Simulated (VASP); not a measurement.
Here is a VASP 6.6.1 calculation.

INCAR

```
PREC     = Accurate       # precision mode
ENCUT    = 600            # plane-wave cutoff, eV
EDIFF    = 1E-6           # SCF threshold, eV
ISMEAR   = 0              # smearing method
SIGMA    = 0.1            # smearing width, eV
LREAL    = False          # projectors in reciprocal space
LASPH    = True           # aspherical terms in the spheres
NELM     = 80             # most SCF steps
ALGO     = Normal         # electronic algorithm
ISIF     = 4              # what is computed and relaxed
LWAVE    = False          # write WAVECAR
LCHARG   = False          # write CHGCAR
GGA      = PE             # functional
IBRION   = 2              # ionic algorithm
NSW      = 50             # ionic steps
EDIFFG   = -0.01          # ionic threshold
```

The input KPOINTS:

```
Automatic mesh
0
Gamma
  18 18 18
```

Contents of POSCAR:

```
Si2W
1.0
   -1.5433832583      1.5433832583      3.7880163745
    1.5433832583     -1.5433832583      3.7880163745
    1.5433832583      1.5433832583     -3.7880163745
Si W
2 1
Direct
    0.3331851105      0.3331851105      0.0000000000
    0.6668148895      0.6668148895      0.0000000000
    0.0000000000      0.0000000000      0.0000000000
```

Potentials or basis: VASP PAW PBE potentials, release 64 (Si, W_sv).

Run with:

```sh
$ cat potpaw_PBE.64/Si/POTCAR potpaw_PBE.64/W_sv/POTCAR > POTCAR
$ mpirun -np 1 vasp_std > vasp.out
```

Predict the band gap on the k mesh.

zero (bands 11 and 12 overlap by 1.60 eV).

Final structure:
```
Si W
1.0
    -1.54215    1.54215    3.79405
     1.54215   -1.54215    3.79405
     1.54215    1.54215   -3.79405
Si W
2 1
Direct
  0.33266 0.33266 0.00000
  0.66734 0.66734 0.00000
  0.00000 0.00000 0.00000
```

Caveat: spin-orbit coupling is left out, which moves the levels of the heavy elements.
